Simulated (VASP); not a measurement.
# TiC in VASP: a series of runs

The runs below take TiC through single point, with PBEsol.

Everything below comes from runs of VASP 6.6.1. Logs are shortened: lines on timing, memory, paths and dates and some standing lists are left out, and cuts for length are marked.

**1. The cell of the first run**

It takes space group R-3m (No. 166, trigonal). Conventional cell: a = 3.030 Å, b = 3.030 Å, c = 7.646 Å, α = 90.00°, β = 90.00°, γ = 120.00°. Within 2.9 Å of Ti (site symmetry -3m) lie 6 C at 2.16 Å. Within 2.9 Å of C (site symmetry -3m) lie 6 Ti at 2.16 Å.

**2. Single point, PBEsol (equal xy, yz and zx shear strains of +2 %)**

File INCAR:

```
SYSTEM = TiC
  ALGO = Normal
  EDIFF = 1E-6
  ENCUT = 520
  GGA = PS
  ISIF = 2
  ISMEAR = -1
  LASPH = .TRUE.
  LCHARG = .FALSE.
  LREAL = .FALSE.
  LWAVE = .FALSE.
  NBANDS = 15
  NELM = 100
  PREC = Accurate
  SIGMA = 0.03
```

File KPOINTS:

```
k-points
0
G
  16 16 16
  0 0 0
```

File POSCAR:

```
TiC
1.0
    0.0432800000      2.1856400000      2.1856400000
    2.1856400000      0.0432800000      2.1856400000
    2.1856400000      2.1856400000      0.0432800000
Ti C
1 1
Direct
    0.0000000000      0.0000000000      0.0000000000
    0.5000000000      0.5000000000      0.5000000000
```

Potentials or basis: VASP PAW PBE potentials, release 64 (Ti_sv, C).

Started as:

```
$ cat potpaw_PBE.64/Ti_sv/POTCAR potpaw_PBE.64/C/POTCAR > POTCAR
$ mpirun -np 1 vasp_std > vasp.out
```

OUTCAR:

```text
SYSTEM = TiC
   EDIFF = 1E-6
   ENCUT = 520
   GGA = PS
   ISIF = 2
   ISMEAR = -1
   LASPH = .TRUE.
   LREAL = .FALSE.
   NELM = 100
   PREC = Accurate

 ion  position               nearest neighbor table
   1  0.000  0.000  0.000-   2 2.16   2 2.16   2 2.16   2 2.16   2 2.16   2 2.16
   2  0.500  0.500  0.500-   1 2.16   1 2.16   1 2.16   1 2.16   1 2.16   1 2.16

  LATTYP: Found a trigonal (rhomboedric) cell.
 ALAT       =     3.0912647214
 COS(alpha) =     0.5197000882

  Lattice vectors:

 A1 = (   0.0432800000,   2.1856400000,   2.1856400000)
 A2 = (   2.1856400000,   0.0432800000,   2.1856400000)
 A3 = (   2.1856400000,   2.1856400000,   0.0432800000)

Analysis of symmetry for initial positions (statically):
=====================================================================
 Subroutine PRICEL returns:
 Original cell was already a primitive cell.

 Routine SETGRP: Setting up the symmetry group for a
 trigonal (rhombohedral) supercell.

 Subroutine GETGRP returns: Found 12 space group operations
 (whereof 12 operations were pure point group operations)
 out of a pool of 12 trial point group operations.

The static configuration has the point symmetry D_3d.

Analysis of symmetry for dynamics (positions and initial velocities):
=====================================================================
 Subroutine PRICEL returns:
 Original cell was already a primitive cell.

 Routine SETGRP: Setting up the symmetry group for a
 trigonal (rhombohedral) supercell.

 Subroutine GETGRP returns: Found 12 space group operations
 (whereof 12 operations were pure point group operations)
 out of a pool of 12 trial point group operations.

The dynamic configuration has the point symmetry D_3d.

 Subroutine INISYM returns: Found 12 space group operations
 (whereof 12 operations are pure point group operations),
 and found     1 'primitive' translations

----------------------------------------------------------------------------------------

                                     Primitive cell

  volume of cell :      20.2615

  direct lattice vectors                    reciprocal lattice vectors
     0.043280000  2.185640000  2.185640000    -0.235675592  0.231099367  0.231099367
     2.185640000  0.043280000  2.185640000     0.231099367 -0.235675592  0.231099367
     2.185640000  2.185640000  0.043280000     0.231099367  0.231099367 -0.235675592

  length of vectors
     3.091264721  3.091264721  3.091264721     0.402935254  0.402935254  0.402935254

  position of ions in fractional coordinates (direct lattice)
     0.000000000  0.000000000  0.000000000
     0.500000000  0.500000000  0.500000000

  ion indices of the primitive-cell ions
   primitive index   ion index
                 1           1
                 2           2

----------------------------------------------------------------------------------------

 KPOINTS: k-points

Automatic generation of k-mesh.
 Grid dimensions read from file:
 generate k-points for:   16   16   16

 Generating k-lattice:

  Cartesian coordinates                     Fractional coordinates (reciprocal lattice)
    -0.014729724  0.014443710  0.014443710     0.062500000 -0.000000000 -0.000000000
     0.014443710 -0.014729724  0.014443710    -0.000000000  0.062500000 -0.000000000
     0.014443710  0.014443710 -0.014729724    -0.000000000 -0.000000000  0.062500000

  Length of vectors
     0.025183453  0.025183453  0.025183453

  Shift w.r.t. Gamma in fractional coordinates (k-lattice)
     0.000000000  0.000000000  0.000000000

 Subroutine IBZKPT returns following result:
 ===========================================

 Found    417 irreducible k-points:

 Following reciprocal coordinates:
            Coordinates               Weight
  0.000000  0.000000  0.000000      1.000000
  0.062500  0.000000  0.000000      6.000000
  0.125000  0.000000  0.000000      6.000000
  0.187500  0.000000  0.000000      6.000000
  0.250000  0.000000  0.000000      6.000000
  0.312500  0.000000  0.000000      6.000000
[... 16 lines left out ...]
 -0.125000  0.062500 -0.000000     12.000000
 -0.062500  0.062500  0.000000      6.000000
 [... further k-points ...]
   k-points           NKPTS =    417   k-points in BZ     NKDIM =    417   number of bands    NBANDS=     15
   number of dos      NEDOS =    301   number of ions     NIONS =      2
   total plane-waves  NPLWV =  13824
   dimension x,y,z NGX =    24 NGY =   24 NGZ =   24
   dimension x,y,z NGXF=    48 NGYF=   48 NGZF=   48
   ions per type =               1   1
   NGX,Y,Z   is equivalent  to a cutoff of  12.91, 12.91, 12.91 a.u.
   NGXF,Y,Z  is equivalent  to a cutoff of  25.81, 25.81, 25.81 a.u.
 SYSTEM =  TiC
   PREC   = accura    normal or accurate (medium, high low for compatibility)
   ISTART =      0    job   : 0-new  1-cont  2-samecut
   ICHARG =      2    charge: 1-file 2-atom 10-const
   ISPIN  =      1    spin polarized calculation?
   LNONCOLLINEAR =      F non collinear calculations
   LSORBIT =      F    spin-orbit coupling
   LASPH  =      T    aspherical Exc in radial PAW
   ENCUT  =  520.0 eV  38.22 Ry    6.18 a.u.   5.75  5.75  5.75*2*pi/ulx,y,z
   NELM   =    100;   NELMIN=  2; NELMDL= -5     # of ELM steps
   EDIFF  = 0.1E-05   stopping-criterion for ELM
   LREAL  =      F    real-space projection
   EDIFFG = 0.1E-04   stopping-criterion for IOM
   NSW    =      0    number of steps for IOM
   IBRION =     -1    ionic relax: 0-MD 1-quasi-New 2-CG
   NFREE  =      0    steps in history (QN), initial steepest desc. (CG)
   ISIF   =      2    stress and relaxation
   ISYM   =      2    0-nonsym 1-usesym 2-fastsym
   POTIM  = 0.5000    time-step for ionic-motion
   TEBEG  =    0.0;   TEEND  =   0.0 temperature during run
   PSTRESS=    0.0 pullay stress
   NELECT =      16.0000    total number of electrons
   NUPDOWN=      -1.0000    fix difference up-down
   EMIN   =  10.00;   EMAX   =-10.00  energy-range for DOS
   EFERMI =   0.00;   METHOD = LEGACY
   ISMEAR =    -1;   SIGMA  =   0.03  broadening in eV -4-tet -1-fermi 0-gaus
   EFERMI_NEDOS =   21; number of points for ismear=-14 and -15
   IALGO  =     38    algorithm
   IMIX   =      4    mixing-type and parameters
     AMIX     =   0.40;   BMIX     =  1.00
     AMIX_MAG =   1.60;   BMIX_MAG =  1.00
  volume/ion in A,a.u.               =      10.13        68.37
  Fermi-wavevector in a.u.,A,eV,Ry     =   1.513180  2.859496 31.153464  2.289715
  Thomas-Fermi vector in A             =   2.623006
   LORBIT       =      0    0 simple, 1 ext, 2 COOP (PROOUT), +10 PAW based schemes
   GGA     = PS    functional components
   LHFCALC =     F    Hartree Fock is set to
   AEXX    =    0.0000 exact exchange contribution
   IVDW    =     0    specifies the selected vdW correction
   LEPSILON=     F    determine dielectric tensor
   LRPA    =     F    only Hartree local field effects (RPA)
 non-spin polarized calculation
  energy-cutoff  :      520.00
  volume of cell :       20.26
 maximum number of plane-waves:       565
   NGX = 11   NGY = 11   NGZ = 11

 number of electron      16.0000002 magnetization

 Free energy of the ion-electron system (eV)
  ---------------------------------------------------
  ext. energy  EPLUGINS =         0.00000000
  ---------------------------------------------------
  free energy    TOTEN  =       -19.78136697 eV

  energy without entropy =      -19.78046774  energy(sigma->0) =      -19.78091736

 E-fermi :   9.3354     XC(G=0): -12.8744

 val. band max:        9.3349154585   @ k =  -0.1875  -0.1875   0.0625
 cond. band min:       9.3567082895   @ k =   0.0625   0.0625   0.0625
 fundamental gap:      0.0217928310
 Fermi energy:         9.3353630190

 k-point     1 :       0.0000    0.0000    0.0000
  band No.  band energies     occupation
      1     -46.9879      2.00000
      2     -23.1290      2.00000
      3     -23.1041      2.00000
      4     -23.1041      2.00000
      5      -3.0486      2.00000
      6       9.8066      0.00000
      7      10.0870      0.00000
      8      10.0870      0.00000
      9      10.8682      0.00000
     10      11.0756      0.00000
     11      11.0756      0.00000
     12      11.1288      0.00000
     13      11.1288      0.00000
     14      19.8527      0.00000
     15      23.2823      0.00000

 k-point     2 :       0.0625    0.0000    0.0000
  band No.  band energies     occupation
      1     -46.9849      2.00000
      2     -23.1347      2.00000
      3     -23.1208      2.00000
      4     -23.1064      2.00000
      5      -2.9580      2.00000
      6       9.6004      0.00029
      7       9.6724      0.00003
      8       9.9257      0.00000
      9      10.2788      0.00000
     10      10.3757      0.00000
     11      11.3083      0.00000
     12      12.0253      0.00000
     13      12.1209      0.00000
     14      20.0141      0.00000
     15      23.3306      0.00000

 k-point     3 :       0.1250    0.0000    0.0000
  band No.  band energies     occupation
      1     -46.9764      2.00000
      2     -23.1866      2.00000
      3     -23.1324      2.00000
      4     -23.1130      2.00000
      5      -2.6921      2.00000
      6       8.7573      2.00000
      7       8.9085      2.00000
      8       9.1483      1.99609
      9      10.3124      0.00000
     10      10.4691      0.00000
     11      11.6128      0.00000
     12      13.1108      0.00000
     13      13.1851      0.00000
     14      20.4030      0.00000
     15      23.3838      0.00000

 k-point     4 :       0.1875    0.0000    0.0000
  band No.  band energies     occupation
      1     -46.9636      2.00000
      2     -23.2730      2.00000
      3     -23.1401      2.00000
      4     -23.1228      2.00000
      5      -2.2674      2.00000
      6       7.7239      2.00000
      7       8.1365      2.00000
      8       8.3800      2.00000
      9      10.5962      0.00000
     10      10.7715      0.00000
     11      11.8811      0.00000
     12      14.2023      0.00000
     13      14.2440      0.00000
     14      20.6987      0.00000
     15      23.4063      0.00000
[... 307 lines left out ...]
 k-point    22 :      -0.1875    0.0625   -0.0000
  band No.  band energies     occupation
      1     -46.9563      2.00000
      2     -23.3118      2.00000
      3     -23.1528      2.00000
      4     -23.1293      2.00000
      5      -2.0261      2.00000
      6       7.2405      2.00000
      7       7.7504      2.00000
      8       8.1775      2.00000
      9      10.5445      0.00000
     10      11.1475      0.00000
     11      12.1380      0.00000
     12      13.9854      0.00000
     13      15.1677      0.00000
     14      20.8109      0.00000
     15      23.4104      0.00000

 k-point    23 :      -0.1250    0.0625   -0.0000
  band No.  band energies     occupation
      1     -46.9699      2.00000
      2     -23.2217      2.00000
      3     -23.1421      2.00000
      4     -23.1204      2.00000
      5      -2.4912      2.00000
      6       8.2595      2.00000
      7       8.4451      2.00000
      8       8.8099      2.00000
      9      10.2196      0.00000
     10      10.8702      0.00000
     11      11.9002      0.00000
     12      13.0222      0.00000
     13      14.1230      0.00000
     14      20.6590      0.00000
     15      23.3878      0.00000

 k-point    24 :      -0.0625    0.0625    0.0000
  band No.  band energies     occupation
      1     -46.9800      2.00000
      2     -23.1555      2.00000
      3     -23.1341      2.00000
      4     -23.1129      2.00000
      5      -2.8086      2.00000
      6       9.1593      1.99436
      7       9.2156      1.96380
      8       9.3912      0.26880
      9      10.0206      0.00000
     10      10.6861      0.00000
     11      11.6131      0.00000
     12      12.2490      0.00000
     13      13.0583      0.00000
     14      20.2618      0.00000
     15      23.3866      0.00000

 [... further k-points ...]

------------------------ aborting loop because EDIFF is reached ----------------------------------------

  FORCE on cell =-STRESS in cart. coord.  units (eV):
  Direction    XX          YY          ZZ          XY          YZ          ZX
  --------------------------------------------------------------------------------------
  -------------------------------------------------------------------------------------
  Total       -0.7370682     -0.7370682     -0.7370682     -0.4239562     -0.4239562     -0.4239562
  in kB      -58.2835396    -58.2835396    -58.2835396    -33.5242604    -33.5242604    -33.5242604
  external PRESSURE =     -58.2835396 kB  Pullay stress =       0.0000000 kB

 VOLUME and BASIS-vectors are now :
 -----------------------------------------------------------------------------
  energy-cutoff  :      520.00
  volume of cell :       20.26
      direct lattice vectors                 reciprocal lattice vectors
     0.043280000  2.185640000  2.185640000    -0.235675592  0.231099367  0.231099367
     2.185640000  0.043280000  2.185640000     0.231099367 -0.235675592  0.231099367
     2.185640000  2.185640000  0.043280000     0.231099367  0.231099367 -0.235675592

 POSITION                                       TOTAL-FORCE (eV/Angst)
 -----------------------------------------------------------------------------------
      0.00000      0.00000      0.00000         0.000000     -0.000000      0.000000
      2.20728      2.20728      2.20728        -0.000000      0.000000     -0.000000
 -----------------------------------------------------------------------------------
    total drift:                                0.000000     -0.000000     -0.000000

  FREE ENERGIE OF THE ION-ELECTRON SYSTEM (eV)
  ---------------------------------------------------
  free  energy   TOTEN  =       -19.7813669711 eV

  energy  without entropy=      -19.7804677446  energy(sigma->0) =      -19.78091736
```

It took 37 s on 1 thread of Intel Xeon 6975P-C (Granite Rapids), shared host; peak memory 0.24 GiB.

Results:

- Free energy: -19.7814 eV
- Pressure: -5.8 GPa
- Band gap on the k mesh: zero (band 8 reaches 10.09 eV, above the bottom of band 9 at 9.04 eV)

Caveat: the cell differs from its parent crystal (equal xy, yz and zx shear strains of +2 %); the PAW data sets were made with another functional, which shifts forces and pressure a little.

**3. Single point, PBEsol (equal xx and yy strain of -3 %)**

File INCAR:

```
SYSTEM = TiC
PREC = Accurate
ENCUT = 520
EDIFF = 1E-6
ISMEAR = -1
SIGMA = 0.03
LREAL = .False.
LASPH = .True.
NELM = 60
ALGO = Normal
ISIF = 2
LWAVE = .False.
LCHARG = .False.
GGA = PS
NBANDS = 15
```

File KPOINTS:

```
Automatic mesh
0
Gamma
  16 16 16
  0 0 0
```

File POSCAR:

```
TiC
1.0
    0.0000000000      2.0990800000      2.1640000000
    2.0990800000      0.0000000000      2.1640000000
    2.0990800000      2.0990800000      0.0000000000
Ti C
1 1
Direct
    0.0000000000      0.0000000000      0.0000000000
    0.5000000000      0.5000000000      0.5000000000
```

Potentials or basis: VASP PAW PBE potentials, release 64 (Ti_sv, C).

Started as:

```
$ cat potpaw_PBE.64/Ti_sv/POTCAR potpaw_PBE.64/C/POTCAR > POTCAR
$ mpirun -np 1 vasp_std > vasp.out
```

OUTCAR:

```text
SYSTEM = TiC
   PREC = Accurate
   ENCUT = 520
   EDIFF = 1E-6
   ISMEAR = -1
   LREAL = .False.
   LASPH = .True.
   NELM = 60
   ISIF = 2
   GGA = PS

 ion  position               nearest neighbor table
   1  0.000  0.000  0.000-   2 2.10   2 2.10   2 2.10   2 2.10   2 2.16   2 2.16
   2  0.500  0.500  0.500-   1 2.10   1 2.10   1 2.10   1 2.10   1 2.16   1 2.16

  LATTYP: Found a body centered tetragonal cell.
 ALAT       =     2.9685474045
 C/A-ratio  =     1.4579521262

  Lattice vectors:

 A1 = (  -2.0990800000,   0.0000000000,   2.1640000000)
 A2 = (   2.0990800000,   0.0000000000,   2.1640000000)
 A3 = (   0.0000000000,   2.0990800000,  -2.1640000000)

Analysis of symmetry for initial positions (statically):
=====================================================================
 Subroutine PRICEL returns:
 Original cell was already a primitive cell.

 Routine SETGRP: Setting up the symmetry group for a
 body centered tetragonal supercell.

 Subroutine GETGRP returns: Found 16 space group operations
 (whereof 16 operations were pure point group operations)
 out of a pool of 16 trial point group operations.

[... 174 lines left out ...]
      5      -2.5983      2.00000
      6      10.5812      0.00000
      7      10.8333      0.00000
      8      10.8333      0.00000
      9      11.7545      0.00000
     10      11.7795      0.00000
     11      11.8970      0.00000
     12      11.8970      0.00000
     13      12.0484      0.00000
     14      21.5210      0.00000
[... 401 lines left out ...]
      2     -22.2221      2.00000
      3     -22.2096      2.00000
      4     -22.1564      2.00000
      5      -2.3339      2.00000
      6       9.7476      1.99991
      7       9.9672      1.86652
      8      10.0576      0.81373
      9      10.9551      0.00000
     10      11.4549      0.00000
     11      12.4806      0.00000
     12      12.9893      0.00000
     13      14.1847      0.00000
     14      21.9345      0.00000
     15      24.3933      0.00000

 [... further k-points ...]

------------------------ aborting loop because EDIFF is reached ----------------------------------------

  FORCE on cell =-STRESS in cart. coord.  units (eV):
  Direction    XX          YY          ZZ          XY          YZ          ZX
  --------------------------------------------------------------------------------------
  -------------------------------------------------------------------------------------
  Total        1.9091301      1.9091301      0.1596000      0.0000000      0.0000000      0.0000000
  in kB      160.3987110    160.3987110     13.4090586      0.0000000      0.0000000      0.0000000
  external PRESSURE =     111.4021602 kB  Pullay stress =       0.0000000 kB

 VOLUME and BASIS-vectors are now :
 -----------------------------------------------------------------------------
  energy-cutoff  :      520.00
  volume of cell :       19.07
      direct lattice vectors                 reciprocal lattice vectors
     0.000000000  2.099080000  2.164000000    -0.238199592  0.238199592  0.231053604
     2.099080000  0.000000000  2.164000000     0.238199592 -0.238199592  0.231053604
     2.099080000  2.099080000  0.000000000     0.238199592  0.238199592 -0.231053604

 POSITION                                       TOTAL-FORCE (eV/Angst)
 -----------------------------------------------------------------------------------
      0.00000      0.00000      0.00000        -0.000000      0.000000      0.000000
      2.09908      2.09908      2.16400         0.000000     -0.000000     -0.000000
 -----------------------------------------------------------------------------------
    total drift:                                0.000000     -0.000000     -0.000000

  FREE ENERGIE OF THE ION-ELECTRON SYSTEM (eV)
  ---------------------------------------------------
  free  energy   TOTEN  =       -19.7600135036 eV

  energy  without entropy=      -19.7592725954  energy(sigma->0) =      -19.75964305
```

Run time: 54 s. Hardware: 1 thread of Intel Xeon Platinum 8488C (Sapphire Rapids), shared host; peak memory 0.22 GiB.

Results:

```
Free energy            : -19.7600 eV
Pressure               : 11.1 GPa
Band gap on the k mesh : zero (band 8 reaches 10.83 eV, above the bottom of band 9 at 9.55 eV)
```

Stress tensor (GPa, compression positive):
```
16.04  0.00  0.00
 0.00 16.04  0.00
 0.00  0.00  1.34
```

Caveat: the cell differs from its parent crystal (equal xx and yy strain of -3 %); the PAW data sets were made with another functional, which shifts forces and pressure a little.
